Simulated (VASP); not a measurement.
# H6C3O: single point with PBE+D3(BJ)

H6C3O:

```
C H O
1.0
     8.70659    0.00000    0.00000
     0.00000    8.70659    0.00000
     0.00000    0.00000    8.70659
C H O
12 24 4
Direct
  0.46475 0.76171 0.35641
  0.44156 0.82971 0.18094
  0.33915 0.16544 0.82701
  0.34574 0.08954 0.67336
  0.73874 0.35226 0.70023
  0.65452 0.50449 0.70997
  0.86146 0.72592 0.11870
  0.00633 0.64156 0.05183
  0.90115 0.11384 0.92294
  0.09692 0.34613 0.31140
  0.54252 0.36362 0.19179
  0.07025 0.96471 0.33364
  0.54385 0.85268 0.39513
  0.35195 0.79183 0.40454
  0.50007 0.64370 0.36851
  0.47544 0.75535 0.09031
  0.33375 0.88680 0.15899
  0.53097 0.91145 0.16602
  0.37823 0.29575 0.81451
  0.23901 0.18064 0.90970
  0.41548 0.08167 0.89146
  0.34824 0.96481 0.67650
  0.26676 0.12477 0.58087
  0.43652 0.11157 0.60891
  0.67210 0.26238 0.74534
  0.75442 0.32311 0.57158
  0.82000 0.34669 0.78091
  0.73698 0.58944 0.66303
  0.55807 0.49337 0.62030
  0.61314 0.52736 0.82532
  0.87364 0.84114 0.14313
  0.76211 0.71241 0.04277
  0.84968 0.69633 0.24105
  0.96858 0.54022 0.00592
  0.03547 0.70056 0.95362
  0.09430 0.60651 0.12567
  0.81240 0.13308 0.02432
  0.98647 0.31759 0.36747
  0.52749 0.28546 0.29712
  0.04909 0.87993 0.43309
```

* Program: VASP 6.6.1
* Task: single point
* Functional: PBE
* Dispersion: D3(BJ)
* Potentials or basis: VASP PAW PBE potentials, release 64 (C_h, H_h, O_h)
* Cutoff: 1000 eV
* k mesh: 1 × 1 × 1
* Occupations: fermi-dirac, width 0.05 eV
* Spin: no spin polarisation

```json
{
 "Pressure": "0.8 GPa",
 "Largest force": "5.230 eV/Å",
 "Band gap on the k mesh": "4.57 eV",
 "Dispersion energy per atom": "-0.031 eV"
}
```

Forces on the atoms (eV/Å):
```
C   -1.176  2.955 -2.377
C    0.903 -0.960  1.651
C    1.051  1.583  1.484
C   -4.447 -1.030  0.220
C   -2.864  0.276 -3.688
C   -0.370 -0.507 -2.194
C    1.076 -2.269  0.622
C   -2.667  1.677  1.172
C   -2.984  0.564  3.523
C    3.182  0.832 -1.584
C   -0.167 -0.876  1.156
C   -0.266 -1.224  1.392
H    0.204 -0.910  0.807
H    0.247 -0.719  0.621
H    0.144 -0.257  0.019
H   -0.421 -1.364 -0.810
H   -0.565 -0.080  0.010
H    0.690  1.349  0.066
H    0.089 -2.225  0.523
H    0.073 -0.740 -1.536
H    0.071  1.609  0.247
H   -0.517 -0.452  0.253
H   -1.058 -0.064  0.521
H    4.765  1.339 -1.689
H   -1.730 -1.357  0.211
H    0.778  0.223  1.863
H    4.184  0.162  1.821
H   -0.533  0.325  0.501
H    0.629  0.606  1.278
H   -0.177  0.398  0.142
H    0.756  2.842 -0.504
H   -0.151 -0.291  0.434
H   -0.900 -1.064 -0.182
H   -1.209 -2.804 -0.990
H    1.560  1.509 -1.868
H    1.484  0.333  1.261
O    3.037 -0.661 -3.409
O   -3.168 -0.758  1.568
O    0.174  0.862 -1.180
O    0.276  1.169 -1.356
```

Stress tensor (GPa, compression positive):
```
 2.43  1.61  0.48
 1.61  0.99  0.29
 0.48  0.29 -1.07
```

Levels at points of the mesh, in eV from the valence-band top:
```csv
k point,band 44,band 45,band 46,band 47,band 48,band 49,band 50,band 51,band 52,band 53
"(0.00, 0.00, 0.00)",-0.93,-0.77,-0.57,-0.50,0.00,4.57,4.60,4.76,4.89,4.98
```

Wall time 2.4 min on 1 thread of AMD EPYC 9R45 96-Core Processor (Zen 5) (shared host), peak memory 1.2 GiB.

Caveat: the k points lie up to 0.72 Å⁻¹ apart.
